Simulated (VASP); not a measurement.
# Ge (P6_3/mmc) in VASP: a series of runs

Runs on Ge. Level: PBE. Tasks: single point.

All numbers are computed with VASP 6.6.1; they aren't measurements. Logs are shortened: lines on timing, memory, paths and dates and some standing lists are left out, and cuts for length are marked.

**1. The cell of the first run**

It takes space group P6_3/mmc (No. 194, hexagonal). The conventional cell has a = 4.151 Å, b = 4.151 Å, c = 12.798 Å, α = 90.00°, β = 90.00°, γ = 120.00°. Ge (site symmetry 3m) has 4 Ge at 2.50 to 2.53 Å within 3.3 Å. Ge (site symmetry 3m) has 4 Ge at 2.41 to 2.50 Å within 3.2 Å.

This isn't the form of Ge at room conditions, which is diamond.

**2. Single point, PBE**

Input file INCAR:

```
SYSTEM = Ge
PREC = Accurate ; ENCUT = 520
EDIFF = 1E-7 ; ISMEAR = 0
SIGMA = 0.15 ; LREAL = .FALSE.
LASPH = .TRUE. ; NELM = 80
ALGO = Fast ; ISIF = 2
LWAVE = .FALSE. ; LCHARG = .TRUE.
GGA = PE ; LELF = .TRUE.
LVHAR = .TRUE. ; NBANDS = 66
```

Input file KPOINTS:

```
Automatic mesh
0
G
  15 15 4
  0 0 0
```

Input file POSCAR:

```
Ge
1.0
    4.1505862568      0.0000000000      0.0000000000
   -2.0752931284      3.5945131389      0.0000000000
    0.0000000000      0.0000000000     12.7975026055
Ge
8
Direct
    0.0000000000      0.0000000000      0.4011510280
    0.0000000000      0.0000000000      0.5988489720
    0.0000000000      0.0000000000      0.9011510280
    0.0000000000      0.0000000000      0.0988489720
    0.3333333333      0.6666666667      0.3442031336
    0.6666666667      0.3333333333      0.6557968664
    0.6666666667      0.3333333333      0.8442031336
    0.3333333333      0.6666666667      0.1557968664
```

Potentials or basis: VASP PAW PBE potentials, release 64 (Ge_d).

Started as:

```console
> cat potpaw_PBE.64/Ge_d/POTCAR > POTCAR
> mpirun -np 1 vasp_std > vasp.out
```

OUTCAR:

```text
SYSTEM = Ge
   PREC = Accurate
   ENCUT = 520
   EDIFF = 1E-7
   ISMEAR = 0
   LREAL = .FALSE.
   LASPH = .TRUE.
   NELM = 80
   ISIF = 2
   GGA = PE

 ion  position               nearest neighbor table
   1  0.000  0.000  0.401-   5 2.50   5 2.50   5 2.50   2 2.53
   2  0.000  0.000  0.599-   6 2.50   6 2.50   6 2.50   1 2.53
   3  0.000  0.000  0.901-   7 2.50   7 2.50   7 2.50   4 2.53
   4  0.000  0.000  0.099-   8 2.50   8 2.50   8 2.50   3 2.53
   5  0.333  0.667  0.344-   8 2.41   1 2.50   1 2.50   1 2.50
   6  0.667  0.333  0.656-   7 2.41   2 2.50   2 2.50   2 2.50
   7  0.667  0.333  0.844-   6 2.41   3 2.50   3 2.50   3 2.50
   8  0.333  0.667  0.156-   5 2.41   4 2.50   4 2.50   4 2.50

  LATTYP: Found a hexagonal cell.
 ALAT       =     4.1505862568
 C/A-ratio  =     3.0833000000

  Lattice vectors:

 A1 = (   4.1505862568,   0.0000000000,   0.0000000000)
 A2 = (  -2.0752931284,   3.5945131389,   0.0000000000)
 A3 = (   0.0000000000,   0.0000000000,  12.7975026055)

Analysis of symmetry for initial positions (statically):
=====================================================================
 Subroutine PRICEL returns:
 Original cell was already a primitive cell.

 Routine SETGRP: Setting up the symmetry group for a
 hexagonal supercell.

 Subroutine GETGRP returns: Found 24 space group operations
 (whereof 12 operations were pure point group operations)
 out of a pool of 24 trial point group operations.

The static configuration has the point symmetry D_3d.
 The point group associated with its full space group is D_6h.

Analysis of symmetry for dynamics (positions and initial velocities):
=====================================================================
 Subroutine PRICEL returns:
 Original cell was already a primitive cell.

 Routine SETGRP: Setting up the symmetry group for a
 hexagonal supercell.

 Subroutine GETGRP returns: Found 24 space group operations
 (whereof 12 operations were pure point group operations)
 out of a pool of 24 trial point group operations.

The dynamic configuration has the point symmetry D_3d.
 The point group associated with its full space group is D_6h.

 Subroutine INISYM returns: Found 24 space group operations
 (whereof 12 operations are pure point group operations),
 and found     1 'primitive' translations

----------------------------------------------------------------------------------------

                                     Primitive cell

  volume of cell :     190.9303

  direct lattice vectors                    reciprocal lattice vectors
     4.150586257  0.000000000  0.000000000     0.240929820  0.139100896  0.000000000
    -2.075293128  3.594513139  0.000000000     0.000000000  0.278201793  0.000000000
     0.000000000  0.000000000 12.797502606     0.000000000  0.000000000  0.078140246

  length of vectors
     4.150586257  4.150586257 12.797502606     0.278201793  0.278201793  0.078140246

  position of ions in fractional coordinates (direct lattice)
     0.000000000  0.000000000  0.401151028
     0.000000000  0.000000000  0.598848972
     0.000000000  0.000000000  0.901151028
     0.000000000  0.000000000  0.098848972
     0.333333333  0.666666667  0.344203134
     0.666666667  0.333333333  0.655796866
     0.666666667  0.333333333  0.844203134
     0.333333333  0.666666667  0.155796866

  ion indices of the primitive-cell ions
   primitive index   ion index
                 1           1
                 2           2
                 3           3
                 4           4
                 5           5
                 6           6
                 7           7
                 8           8

----------------------------------------------------------------------------------------

 KPOINTS: Automatic mesh

Automatic generation of k-mesh.
 Grid dimensions read from file:
 generate k-points for:   15   15    4

 Generating k-lattice:

  Cartesian coordinates                     Fractional coordinates (reciprocal lattice)
     0.016061988  0.009273393  0.000000000     0.066666667  0.000000000  0.000000000
     0.000000000  0.018546786  0.000000000     0.000000000  0.066666667  0.000000000
     0.000000000  0.000000000  0.019535061     0.000000000  0.000000000  0.250000000

  Length of vectors
     0.018546786  0.018546786  0.019535061

  Shift w.r.t. Gamma in fractional coordinates (k-lattice)
     0.000000000  0.000000000  0.000000000

 Subroutine IBZKPT returns following result:
 ===========================================

 Found     81 irreducible k-points:

 Following reciprocal coordinates:
            Coordinates               Weight
  0.000000  0.000000  0.000000      1.000000
  0.066667 -0.000000  0.000000      6.000000
  0.133333  0.000000  0.000000      6.000000
  0.200000 -0.000000  0.000000      6.000000
  0.266667  0.000000  0.000000      6.000000
  0.333333 -0.000000  0.000000      6.000000
[... 16 lines left out ...]
  0.333333  0.200000  0.000000     12.000000
  0.400000  0.200000  0.000000      6.000000
 [... further k-points ...]
   k-points           NKPTS =     81   k-points in BZ     NKDIM =     81   number of bands    NBANDS=     66
   number of dos      NEDOS =    301   number of ions     NIONS =      8
   total plane-waves  NPLWV =  98304
   dimension x,y,z NGX =    32 NGY =   32 NGZ =   96
   dimension x,y,z NGXF=    64 NGYF=   64 NGZF=  192
   ions per type =               8
   NGX,Y,Z   is equivalent  to a cutoff of  12.82, 12.82, 12.47 a.u.
   NGXF,Y,Z  is equivalent  to a cutoff of  25.63, 25.63, 24.94 a.u.
 SYSTEM =  Ge
   PREC   = accura    normal or accurate (medium, high low for compatibility)
   ISTART =      0    job   : 0-new  1-cont  2-samecut
   ICHARG =      2    charge: 1-file 2-atom 10-const
   ISPIN  =      1    spin polarized calculation?
   LNONCOLLINEAR =      F non collinear calculations
   LSORBIT =      F    spin-orbit coupling
   LASPH  =      T    aspherical Exc in radial PAW
   ENCUT  =  520.0 eV  38.22 Ry    6.18 a.u.   7.72  7.72 23.79*2*pi/ulx,y,z
   NELM   =     80;   NELMIN=  2; NELMDL= -5     # of ELM steps
   EDIFF  = 0.1E-06   stopping-criterion for ELM
   LREAL  =      F    real-space projection
   EDIFFG = 0.1E-05   stopping-criterion for IOM
   NSW    =      0    number of steps for IOM
   IBRION =     -1    ionic relax: 0-MD 1-quasi-New 2-CG
   NFREE  =      0    steps in history (QN), initial steepest desc. (CG)
   ISIF   =      2    stress and relaxation
   ISYM   =      2    0-nonsym 1-usesym 2-fastsym
   POTIM  = 0.5000    time-step for ionic-motion
   TEBEG  =    0.0;   TEEND  =   0.0 temperature during run
   PSTRESS=    0.0 pullay stress
   NELECT =     112.0000    total number of electrons
   NUPDOWN=      -1.0000    fix difference up-down
   EMIN   =  10.00;   EMAX   =-10.00  energy-range for DOS
   EFERMI =   0.00;   METHOD = LEGACY
   ISMEAR =     0;   SIGMA  =   0.15  broadening in eV -4-tet -1-fermi 0-gaus
   EFERMI_NEDOS =   21; number of points for ismear=-14 and -15
   IALGO  =     68    algorithm
   IMIX   =      4    mixing-type and parameters
     AMIX     =   0.40;   BMIX     =  1.00
     AMIX_MAG =   1.60;   BMIX_MAG =  1.00
  volume/ion in A,a.u.               =      23.87       161.06
  Fermi-wavevector in a.u.,A,eV,Ry     =   1.370427  2.589732 25.552698  1.878070
  Thomas-Fermi vector in A             =   2.496214
   LORBIT       =      0    0 simple, 1 ext, 2 COOP (PROOUT), +10 PAW based schemes
   GGA     = PE    functional components
   LHFCALC =     F    Hartree Fock is set to
   AEXX    =    0.0000 exact exchange contribution
   IVDW    =     0    specifies the selected vdW correction
   LEPSILON=     F    determine dielectric tensor
   LRPA    =     F    only Hartree local field effects (RPA)
 non-spin polarized calculation
 RMM-DIIS sequential band-by-band and
 Gauss-broadening in eV      SIGMA  =   0.15
  energy-cutoff  :      520.00
  volume of cell :      190.93
 maximum number of plane-waves:      5178
 NGX is ok and might be reduce to    32

 number of electron     111.9999937 magnetization

 Free energy of the ion-electron system (eV)
  ---------------------------------------------------
  ext. energy  EPLUGINS =         0.00000000
  ---------------------------------------------------
  free energy    TOTEN  =       -35.81601599 eV

  energy without entropy =      -35.81054690  energy(sigma->0) =      -35.81328145

 E-fermi :   4.3992     XC(G=0):  -9.6744

 val. band max:        4.3434472306   @ k =   0.0667  -0.0000   0.0000
 cond. band min:       4.4174444537   @ k =   0.0000   0.0000   0.0000
 fundamental gap:      0.0739972231
 Fermi energy:         4.3991577640

 k-point     1 :       0.0000    0.0000    0.0000
  band No.  band energies     occupation
      1     -20.2987      2.00000
      2     -20.2937      2.00000
      3     -20.2721      2.00000
      4     -20.2721      2.00000
      5     -20.2704      2.00000
      6     -20.2704      2.00000
[... 58 lines left out ...]
     65       7.6189      0.00000
     66       8.2309      0.00000

 k-point     2 :       0.0667   -0.0000    0.0000
  band No.  band energies     occupation
      1     -20.3007      2.00000
      2     -20.2959      2.00000
      3     -20.2744      2.00000
      4     -20.2743      2.00000
      5     -20.2711      2.00000
      6     -20.2690      2.00000
[... 58 lines left out ...]
     65       7.6564      0.00000
     66       8.2059      0.00000

 k-point     3 :       0.1333    0.0000    0.0000
  band No.  band energies     occupation
      1     -20.3057      2.00000
      2     -20.3008      2.00000
      3     -20.2786      2.00000
      4     -20.2784      2.00000
      5     -20.2740      2.00000
      6     -20.2668      2.00000
[... 1438 lines left out ...]
     65       8.9994      0.00000
     66       9.6605      0.00000

 k-point    24 :       0.4000    0.2000    0.0000
  band No.  band energies     occupation
      1     -20.3246      2.00000
      2     -20.3203      2.00000
      3     -20.3049      2.00000
      4     -20.3036      2.00000
      5     -20.2932      2.00000
      6     -20.2919      2.00000
[... 58 lines left out ...]
     65       8.8613      0.00000
     66      10.2432      0.00000

 [... further k-points ...]

------------------------ aborting loop because EDIFF is reached ----------------------------------------

  FORCE on cell =-STRESS in cart. coord.  units (eV):
  Direction    XX          YY          ZZ          XY          YZ          ZX
  --------------------------------------------------------------------------------------
  -------------------------------------------------------------------------------------
  Total       -2.3589201     -2.3589201      5.5070342      0.0000000      0.0000000     -0.0000000
  in kB      -19.7947067    -19.7947067     46.2118771      0.0000000      0.0000000     -0.0000000
  external PRESSURE =       2.2074879 kB  Pullay stress =       0.0000000 kB

 VOLUME and BASIS-vectors are now :
 -----------------------------------------------------------------------------
  energy-cutoff  :      520.00
  volume of cell :      190.93
      direct lattice vectors                 reciprocal lattice vectors
     4.150586257  0.000000000  0.000000000     0.240929820  0.139100896  0.000000000
    -2.075293128  3.594513139  0.000000000     0.000000000  0.278201793  0.000000000
     0.000000000  0.000000000 12.797502606     0.000000000  0.000000000  0.078140246

 POSITION                                       TOTAL-FORCE (eV/Angst)
 -----------------------------------------------------------------------------------
      0.00000      0.00000      5.13373        -0.000000      0.000000      0.674408
      0.00000      0.00000      7.66377        -0.000000     -0.000000     -0.674408
      0.00000      0.00000     11.53248        -0.000000     -0.000000      0.674408
      0.00000      0.00000      1.26502         0.000000     -0.000000     -0.674408
     -0.00000      2.39634      4.40494         0.000000      0.000000      0.471855
      2.07529      1.19817      8.39256         0.000000     -0.000000     -0.471855
      2.07529      1.19817     10.80369        -0.000000      0.000000      0.471855
     -0.00000      2.39634      1.99381        -0.000000     -0.000000     -0.471855
 -----------------------------------------------------------------------------------
    total drift:                               -0.000000      0.000000      0.000000

  FREE ENERGIE OF THE ION-ELECTRON SYSTEM (eV)
  ---------------------------------------------------
  free  energy   TOTEN  =       -35.8160159934 eV

  energy  without entropy=      -35.8105469003  energy(sigma->0) =      -35.81328145
```

Run time: 20 min. Hardware: 1 thread of Oxide Virtual Turin-like, shared host; peak memory 0.72 GiB.

What came out:

```
Free energy            : -35.8160 eV
Pressure               : 0.2 GPa
Largest force          : 0.674 eV/Å
Band gap on the k mesh : zero (bands 56 and 57 overlap by 0.37 eV)
```

Forces on the atoms (eV/Å):
```
Ge   0.000  0.000  0.674
Ge   0.000  0.000 -0.674
Ge   0.000  0.000  0.674
Ge   0.000  0.000 -0.674
Ge   0.000  0.000  0.472
Ge   0.000  0.000 -0.472
Ge   0.000  0.000  0.472
Ge   0.000  0.000 -0.472
```

Stress tensor (GPa, compression positive):
```
-1.98  0.00  0.00
 0.00 -1.98  0.00
 0.00  0.00  4.62
```

Caveat: semilocal functionals underestimate gaps, so a narrow gap can read as zero.

**3. Single point, PBE**

This run uses another cell than the first one, of the same volume but with other edges.

Input file INCAR:

```
ALGO     = Fast           # electronic algorithm
EDIFF    = 1E-6           # SCF threshold, eV
ENCUT    = 520            # plane-wave cutoff, eV
GGA      = PE             # functional
ISIF     = 2              # what is computed and relaxed
ISMEAR   = 0              # smearing method
LASPH    = True           # aspherical terms in the spheres
LCHARG   = False          # write CHGCAR
LREAL    = False          # projectors in reciprocal space
LWAVE    = False          # write WAVECAR
NBANDS   = 66             # bands
NELM     = 100            # most SCF steps
PREC     = Accurate       # precision mode
SIGMA    = 0.15           # smearing width, eV
```

Input file KPOINTS:

```
k-points
0
Gamma
  15 15 4
```

Edit POSCAR of step 2 so:

```diff
@@ -2,5 +2,5 @@
 1.0
-    4.1505862568      0.0000000000      0.0000000000
-   -2.0752931284      3.5945131389      0.0000000000
-    0.0000000000      0.0000000000     12.7975026055
+    3.9876524960      0.0000000000      0.0000000000
+   -1.9938262480      3.4534083630      0.0000000000
+    0.0000000000      0.0000000000     13.8646689633
 Ge
```

Potentials or basis: VASP PAW PBE potentials, release 64 (Ge_d).

Started as:

```console
> cat potpaw_PBE.64/Ge_d/POTCAR > POTCAR
> mpirun -np 1 vasp_std > vasp.out
```

Run time: 16 min. Hardware: 1 thread of Oxide Virtual Turin-like, shared host; peak memory 0.72 GiB.

The run converged. Its results:

```
Free energy            : -35.6285 eV
Pressure               : 1.0 GPa
Largest force          : 1.232 eV/Å
Band gap on the k mesh : zero (bands 56 and 57 overlap by 0.11 eV)
```

Forces on the atoms (eV/Å):
```
Ge   0.000  0.000  1.232
Ge   0.000  0.000 -1.232
Ge   0.000  0.000  1.232
Ge   0.000  0.000 -1.232
Ge   0.000  0.000 -0.668
Ge   0.000  0.000  0.668
Ge   0.000  0.000 -0.668
Ge   0.000  0.000  0.668
```

Stress tensor (GPa, compression positive):
```
 4.20  0.00  0.00
 0.00  4.20  0.00
 0.00  0.00 -5.45
```

Levels at points of the mesh, in eV from the Fermi level:
| k point | band 53 | band 54 | band 55 | band 56 | band 57 | band 58 | band 59 | band 60 |
| --- | --- | --- | --- | --- | --- | --- | --- | --- |
| (0.00, 0.00, 0.00) | -0.79 | -0.71 | -0.28 | -0.28 | -0.08 | 0.21 | 0.37 | 0.69 |
| (0.00, 0.00, 0.50) | -0.48 | -0.48 | -0.48 | -0.48 | 0.14 | 0.14 | 0.93 | 0.93 |

Caveat: semilocal functionals underestimate gaps, so a narrow gap can read as zero; forces of over 1 eV/Å act on the atoms, so gaps and moduli don't describe the material at rest.
